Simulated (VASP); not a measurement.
# SnSe (Fm-3m) in VASP: a series of runs, part 3 of 3

VASP 6.6.1.

**6. Single point, PBE**

This run uses another cell than the first one, of 27.82 Å³/atom, 1.085 times its volume.

File INCAR:

```
ALGO = Normal
EDIFF = 1E-6
ENCUT = 500
GGA = PE
GGA_COMPAT = False
ISIF = 2
ISMEAR = 1
LASPH = True
LCHARG = False
LREAL = False
LWAVE = False
NBANDS = 17
NELM = 120
PREC = Accurate
SIGMA = 0.05
```

File KPOINTS:

```
k-points
0
Gamma
  6 6 6
```

File POSCAR:

```
SnSe
1.0
    0.0000000000      3.0299343558      3.0299343558
    3.0299343558      0.0000000000      3.0299343558
    3.0299343558      3.0299343558      0.0000000000
Sn Se
1 1
Direct
    0.0000000000      0.0000000000      0.0000000000
    0.5000000000      0.5000000000      0.5000000000
```

Potentials or basis: VASP PAW PBE potentials, release 64 (Sn_d, Se).

On the command line:

```sh
cat potpaw_PBE.64/Sn_d/POTCAR potpaw_PBE.64/Se/POTCAR > POTCAR
mpirun -np 1 vasp_std > vasp.out
```

OUTCAR:

```text
EDIFF = 1E-6
   ENCUT = 500
   GGA = PE
   ISIF = 2
   ISMEAR = 1
   LASPH = True
   LREAL = False
   NELM = 120
   PREC = Accurate

 ion  position               nearest neighbor table
   1  0.000  0.000  0.000-   2 3.03   2 3.03   2 3.03   2 3.03   2 3.03   2 3.03
   2  0.500  0.500  0.500-   1 3.03   1 3.03   1 3.03   1 3.03   1 3.03   1 3.03

  LATTYP: Found a face centered cubic cell.
 ALAT       =     6.0598687116

  Lattice vectors:

 A1 = (   0.0000000000,   3.0299343558,   3.0299343558)
 A2 = (   3.0299343558,   0.0000000000,   3.0299343558)
 A3 = (   3.0299343558,   3.0299343558,   0.0000000000)

Analysis of symmetry for initial positions (statically):
=====================================================================
 Subroutine PRICEL returns:
 Original cell was already a primitive cell.

 Routine SETGRP: Setting up the symmetry group for a
 face centered cubic supercell.

 Subroutine GETGRP returns: Found 48 space group operations
 (whereof 48 operations were pure point group operations)
 out of a pool of 48 trial point group operations.

The static configuration has the point symmetry O_h .

Analysis of symmetry for dynamics (positions and initial velocities):
=====================================================================
 Subroutine PRICEL returns:
 Original cell was already a primitive cell.

 Routine SETGRP: Setting up the symmetry group for a
 face centered cubic supercell.

 Subroutine GETGRP returns: Found 48 space group operations
 (whereof 48 operations were pure point group operations)
 out of a pool of 48 trial point group operations.

The dynamic configuration has the point symmetry O_h .

 Subroutine INISYM returns: Found 48 space group operations
 (whereof 48 operations are pure point group operations),
 and found     1 'primitive' translations

----------------------------------------------------------------------------------------

                                     Primitive cell

  volume of cell :      55.6326

  direct lattice vectors                    reciprocal lattice vectors
     0.000000000  3.029934356  3.029934356    -0.165020077  0.165020077  0.165020077
     3.029934356  0.000000000  3.029934356     0.165020077 -0.165020077  0.165020077
     3.029934356  3.029934356  0.000000000     0.165020077  0.165020077 -0.165020077

  length of vectors
     4.284974259  4.284974259  4.284974259     0.285823157  0.285823157  0.285823157

  position of ions in fractional coordinates (direct lattice)
     0.000000000  0.000000000  0.000000000
     0.500000000  0.500000000  0.500000000

  ion indices of the primitive-cell ions
   primitive index   ion index
                 1           1
                 2           2

----------------------------------------------------------------------------------------

 KPOINTS: k-points

Automatic generation of k-mesh.
 Grid dimensions read from file:
 generate k-points for:    6    6    6

 Generating k-lattice:

  Cartesian coordinates                     Fractional coordinates (reciprocal lattice)
    -0.027503346  0.027503346  0.027503346     0.166666667  0.000000000  0.000000000
     0.027503346 -0.027503346  0.027503346     0.000000000  0.166666667  0.000000000
     0.027503346  0.027503346 -0.027503346     0.000000000  0.000000000  0.166666667

  Length of vectors
     0.047637193  0.047637193  0.047637193

  Shift w.r.t. Gamma in fractional coordinates (k-lattice)
     0.000000000  0.000000000  0.000000000

 Subroutine IBZKPT returns following result:
 ===========================================

 Found     16 irreducible k-points:

 Following reciprocal coordinates:
            Coordinates               Weight
  0.000000  0.000000  0.000000      1.000000
  0.166667  0.000000  0.000000      8.000000
  0.333333  0.000000  0.000000      8.000000
  0.500000  0.000000  0.000000      4.000000
  0.166667  0.166667  0.000000      6.000000
  0.333333  0.166667  0.000000     24.000000
[... 8 lines left out ...]
 -0.333333  0.333333  0.166667     24.000000
 -0.333333  0.500000  0.166667     12.000000
   k-points           NKPTS =     16   k-points in BZ     NKDIM =     16   number of bands    NBANDS=     17
   number of dos      NEDOS =    301   number of ions     NIONS =      2
   total plane-waves  NPLWV =  32768
   dimension x,y,z NGX =    32 NGY =   32 NGZ =   32
   dimension x,y,z NGXF=    64 NGYF=   64 NGZF=   64
   ions per type =               1   1
   NGX,Y,Z   is equivalent  to a cutoff of  12.42, 12.42, 12.42 a.u.
   NGXF,Y,Z  is equivalent  to a cutoff of  24.83, 24.83, 24.83 a.u.
 SYSTEM =  unknown system
   PREC   = accura    normal or accurate (medium, high low for compatibility)
   ISTART =      0    job   : 0-new  1-cont  2-samecut
   ICHARG =      2    charge: 1-file 2-atom 10-const
   ISPIN  =      1    spin polarized calculation?
   LNONCOLLINEAR =      F non collinear calculations
   LSORBIT =      F    spin-orbit coupling
   LASPH  =      T    aspherical Exc in radial PAW
   ENCUT  =  500.0 eV  36.75 Ry    6.06 a.u.   7.81  7.81  7.81*2*pi/ulx,y,z
   NELM   =    120;   NELMIN=  2; NELMDL= -5     # of ELM steps
   EDIFF  = 0.1E-05   stopping-criterion for ELM
   LREAL  =      F    real-space projection
   EDIFFG = 0.1E-04   stopping-criterion for IOM
   NSW    =      0    number of steps for IOM
   IBRION =     -1    ionic relax: 0-MD 1-quasi-New 2-CG
   NFREE  =      0    steps in history (QN), initial steepest desc. (CG)
   ISIF   =      2    stress and relaxation
   ISYM   =      2    0-nonsym 1-usesym 2-fastsym
   POTIM  = 0.5000    time-step for ionic-motion
   TEBEG  =    0.0;   TEEND  =   0.0 temperature during run
   PSTRESS=    0.0 pullay stress
   NELECT =      20.0000    total number of electrons
   NUPDOWN=      -1.0000    fix difference up-down
   EMIN   =  10.00;   EMAX   =-10.00  energy-range for DOS
   EFERMI =   0.00;   METHOD = LEGACY
   ISMEAR =     1;   SIGMA  =   0.05  broadening in eV -4-tet -1-fermi 0-gaus
   EFERMI_NEDOS =   21; number of points for ismear=-14 and -15
   IALGO  =     38    algorithm
   IMIX   =      4    mixing-type and parameters
     AMIX     =   0.40;   BMIX     =  1.00
     AMIX_MAG =   1.60;   BMIX_MAG =  1.00
  volume/ion in A,a.u.               =      27.82       187.71
  Fermi-wavevector in a.u.,A,eV,Ry     =   1.164059  2.199752 18.436344  1.355033
  Thomas-Fermi vector in A             =   2.300601
   LORBIT       =      0    0 simple, 1 ext, 2 COOP (PROOUT), +10 PAW based schemes
   GGA     = PE    functional components
   LHFCALC =     F    Hartree Fock is set to
   AEXX    =    0.0000 exact exchange contribution
   IVDW    =     0    specifies the selected vdW correction
   LEPSILON=     F    determine dielectric tensor
   LRPA    =     F    only Hartree local field effects (RPA)
 non-spin polarized calculation
 Methfessel and Paxton  Order N= 1 SIGMA  =   0.05
  energy-cutoff  :      500.00
  volume of cell :       55.63
 maximum number of plane-waves:      1428
   NGX = 15   NGY = 15   NGZ = 15

 number of electron      19.9999999 magnetization

 Free energy of the ion-electron system (eV)
  ---------------------------------------------------
  ext. energy  EPLUGINS =         0.00000000
  ---------------------------------------------------
  free energy    TOTEN  =        -8.23640196 eV

  energy without entropy =       -8.23645564  energy(sigma->0) =       -8.23641985

 E-fermi :   5.4156     XC(G=0):  -9.5160

 val. band max:        5.3734681482   @ k =   0.5000   0.0000   0.0000
 cond. band min:       5.8661203121   @ k =   0.5000   0.0000   0.0000
 fundamental gap:      0.4926521638
 Fermi energy:         5.4155622591

 k-point     1 :       0.0000    0.0000    0.0000
  band No.  band energies     occupation
      1     -16.2489      2.00000
      2     -16.2489      2.00000
      3     -16.2489      2.00000
      4     -16.2463      2.00000
      5     -16.2463      2.00000
      6      -8.3805      2.00000
[... 9 lines left out ...]
     16      11.2547      0.00000
     17      13.4963      0.00000
[... 281 lines left out ...]
 k-point    16 :      -0.3333    0.5000    0.1667
  band No.  band energies     occupation
      1     -16.2659      2.00000
      2     -16.2494      2.00000
      3     -16.2434      2.00000
      4     -16.2384      2.00000
      5     -16.2328      2.00000
      6      -7.2166      2.00000
[... 9 lines left out ...]
     16      16.4126      0.00000
     17      18.0282      0.00000

------------------------ aborting loop because EDIFF is reached ----------------------------------------

  FORCE on cell =-STRESS in cart. coord.  units (eV):
  Direction    XX          YY          ZZ          XY          YZ          ZX
  --------------------------------------------------------------------------------------
  -------------------------------------------------------------------------------------
  Total       -0.1378028     -0.1378028     -0.1378028     -0.0000000      0.0000000      0.0000000
  in kB       -3.9686137     -3.9686137     -3.9686137     -0.0000000      0.0000000      0.0000000
  external PRESSURE =      -3.9686137 kB  Pullay stress =       0.0000000 kB

 VOLUME and BASIS-vectors are now :
 -----------------------------------------------------------------------------
  energy-cutoff  :      500.00
  volume of cell :       55.63
      direct lattice vectors                 reciprocal lattice vectors
     0.000000000  3.029934356  3.029934356    -0.165020077  0.165020077  0.165020077
     3.029934356  0.000000000  3.029934356     0.165020077 -0.165020077  0.165020077
     3.029934356  3.029934356  0.000000000     0.165020077  0.165020077 -0.165020077

 POSITION                                       TOTAL-FORCE (eV/Angst)
 -----------------------------------------------------------------------------------
      0.00000      0.00000      0.00000         0.000000      0.000000      0.000000
      3.02993      3.02993      3.02993         0.000000     -0.000000     -0.000000
 -----------------------------------------------------------------------------------
    total drift:                                0.000000     -0.000000     -0.000000

  FREE ENERGIE OF THE ION-ELECTRON SYSTEM (eV)
  ---------------------------------------------------
  free  energy   TOTEN  =        -8.2364019571 eV

  energy  without entropy=       -8.2364556414  energy(sigma->0) =       -8.23641985
```

stdout:

```text
POSCAR found type information on POSCAR SnSe
 POSCAR found :  2 types and       2 ions
 scaLAPACK will be used
 LDA part: xc-table for (Slater+PW92), standard interpolation
 POSCAR, INCAR and KPOINTS ok, starting setup
 FFT: planning ... GRIDC
 FFT: planning ... GRID_SOFT
 FFT: planning ... GRID
 WAVECAR not read
 entering main loop
```

It took 22 s on 1 thread of AMD EPYC 7R43 (Zen 3), shared host; peak memory 0.14 GiB.

Results:

```
Free energy            : -8.2364 eV
Pressure               : -0.4 GPa
Band gap on the k mesh : 0.49 eV, direct
```

Caveat: spin-orbit coupling is left out, which moves the levels of the heavy elements.

**7. The runs side by side**

| cell | gap on the mesh (eV) | pressure (GPa) |
| --- | --- | --- |
| a = 4.170 Å, angles 60.0°, 2 atoms | 0.87 | 4.3 |
| a = 4.199 Å, angles 60.0°, 2 atoms | 0.76 | 2.9 |
| a = 4.228 Å, angles 60.0°, 2 atoms | 0.67 | 1.7 |
| a = 4.257 Å, angles 60.0°, 2 atoms | 0.58 | 0.6 |
| a = 4.285 Å, angles 60.0°, 2 atoms | 0.49 | -0.4 |

Alike in all rows: task single point; level PBE; potentials or basis VASP PAW PBE potentials, release 64 (Sn_d, Se); no spin polarisation; k mesh 6 × 6 × 6; cutoff (eV) 500; smearing methfessel-paxton 0.05 eV.

Caveats: spin-orbit coupling is left out, which moves the levels of the heavy elements.

Total energies depend on the potentials used, so only differences within one code and one set of settings carry meaning.
